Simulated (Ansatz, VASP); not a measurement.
**YN: VASP beside Ansatz**

```
CELL_PARAMETERS angstrom
0.00000 2.42830 2.42830
2.42830 0.00000 2.42830
2.42830 2.42830 0.00000
ATOMIC_POSITIONS crystal
Y 0.00000 0.00000 0.00000
N 0.50000 0.50000 0.50000
```

Alike in both runs: task single point; functional PBEsol; k mesh 10 × 10 × 10; occupations gaussian, width 0.01 eV; no spin polarisation.

```csv
,VASP,Ansatz
version,VASP 6.6.1,Ansatz 0.2.0
potentials or method,"VASP PAW PBE potentials, release 64 (Y_sv, N), cutoff 600 eV","scalar-relativistic, plane waves, PAW"
valence electrons in the cell,16,16
```

```tsv
	VASP	Ansatz	Ansatz less VASP
gap on the k mesh at the Fermi level (eV)	0.07	0.07	+0.004
least direct gap on the mesh (eV)	0.44	0.45	+0.004
```

VASP's potentials were made for PBE, not for PBEsol.
